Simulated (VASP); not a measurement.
Ge, 2 atoms in the cell. Symmetry: Imma, No. 74, orthorhombic system. The conventional cell has a = 5.126 Å, b = 5.126 Å, c = 2.793 Å, α = 90.00°, β = 90.00°, γ = 90.00°. Within 3.4 Å of Ge (site symmetry mm2) lie 8 Ge at 2.58 to 3.05 Å.  This cell differs from its parent crystal: atoms displaced along a vibrational mode.

```yaml
Program: VASP 6.6.1
Task: single point
Functional: PBEsol
Potentials_or_basis: VASP PAW PBE potentials, release 64 (Ge_d)
Cutoff: 520 eV
k_mesh: 24 × 24 × 24
Occupations: gaussian, width 0.15 eV
Spin: no spin polarisation
Dipole_correction: no
Further_INCAR_settings: ALGO = Normal; EDIFF = 1e-07; NBANDS = 21
```

Potentials or basis: VASP PAW PBE potentials, release 64 (Ge_d).

Launch:

```sh
$ cat potpaw_PBE.64/Ge_d/POTCAR > POTCAR
$ mpirun -np 1 vasp_std > vasp.out
```

Hardware: 1 thread of Intel(R) Xeon(R) 6975P-C (Granite Rapids) (shared host).

**Question.** Estimate the wall time of this run.

**Answer.** It took 10 min on 1 thread of Intel(R) Xeon(R) 6975P-C (Granite Rapids) (shared host), peak memory 1.1 GiB. Counts: scf iterations 11, k points 1963.
